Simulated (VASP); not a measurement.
Wanted: the native input for a VASP 6.6.1 run.

| Quantity | Value |
| --- | --- |
| Task | single point |
| Functional | PBE |
| Potentials or basis | VASP PAW PBE potentials, release 64 (Al, Ni, Pd) |
| Cutoff | 520 eV |
| k mesh | 6 × 4 × 4 |
| Occupations | gaussian, width 0.2 eV |
| Spin | no spin polarisation |
| Dipole correction | no |
| Further INCAR settings | ALGO = Fast; EDIFF = 1e-06; NBANDS = 51 |

The structure of Al3NiPd2 lies in POSCAR:

```
Al3NiPd2
1.0
   -2.1471584250      3.7128892373      0.0032311465
   -0.0114687551     -0.0015290007      5.2377301872
    6.3954377586      3.6866087697     -0.0148625849
Al Ni Pd
6 2 4
Direct
    0.0001813751      0.8442634024      0.3331121469
    0.4998519433      0.8441368167      0.8331742124
    0.5000987772      0.1557795016      0.1669090254
   -0.0001622733      0.1557874998      0.6668064679
   -0.0000603813      0.5001164963     -0.0000600967
    0.4999116958      0.4998821626      0.4999788889
    0.0002362596      0.0001343292      0.0001162518
    0.5003067107     -0.0001322898      0.5002176444
    0.4999376861      0.6674632991      0.1668790113
   -0.0004607922      0.6674951199      0.6668225585
    0.0003059339      0.3326096361      0.3330110728
    0.4998530650      0.3324640260      0.8330328163
```

The input as run:

INCAR

```
SYSTEM = Al3NiPd2
PREC = Accurate
ENCUT = 520
EDIFF = 1E-6
ISMEAR = 0
SIGMA = 0.2
LREAL = .False.
LASPH = .True.
NELM = 60
ALGO = Fast
ISIF = 2
LWAVE = .False.
LCHARG = .True.
GGA = PE
LELF = .True.
LVHAR = .True.
NBANDS = 51
```

KPOINTS

```
Automatic mesh
0
Gamma
  6 4 4
  0 0 0
```

Potentials or basis: VASP PAW PBE potentials, release 64 (Al, Ni, Pd).

Command:

```sh
$ cat potpaw_PBE.64/Al/POTCAR potpaw_PBE.64/Ni/POTCAR potpaw_PBE.64/Pd/POTCAR > POTCAR
$ mpirun -np 1 vasp_std > vasp.out
```

It gave:

```yaml
Pressure: 0.1 GPa
Largest_force: 0.011 eV/Å
Band_gap_on_the_k_mesh: zero (band 39 reaches 12.06 eV, above the bottom of band 40 at 9.35 eV)
```

It took 5.2 min on 1 thread of Intel(R) Xeon(R) 6975P-C (Granite Rapids), on a shared host, peak memory 0.49 GiB.
